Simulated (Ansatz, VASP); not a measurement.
**GaAs: VASP beside Ansatz**

```xyz
2
Lattice="0.0000 2.8268 2.8268 2.8268 0.0000 2.8268 2.8268 2.8268 0.0000" Properties=species:S:1:pos:R:3 pbc="T T T"
As    4.2403    4.2403    4.2403
Ga    0.0000    0.0000    0.0000
```

Alike in both runs: task single point; functional BHLYP; k mesh 4 × 4 × 4; occupations fermi-dirac, width 0.05 eV; no spin polarisation.

```csv
,VASP,Ansatz
version,VASP 6.6.1,Ansatz 0.2.0
potentials or method,"VASP PAW PBE potentials, release 64 (As, Ga_d)",Ansatz PAW
plane-wave cutoff (eV),520,420
valence electrons in the cell,18,28
```

```csv
,VASP,Ansatz,Ansatz less VASP
gap on the k mesh at the Fermi level (eV),3.85,3.73,-0.125
least direct gap on the mesh (eV),3.85,3.73,-0.125
pressure (GPa),1.8,2.3,+0.50
```

VASP's potentials were made for PBE, not for BHLYP. The functional is the same, so the differences come from potentials, cutoffs and numerics. VASP's potentials hold 18 valence electrons a cell and Ansatz's 28, so a difference there can come from the potentials and not from the codes.

The k mesh is coarse, so the values compare programs but aren't converged.
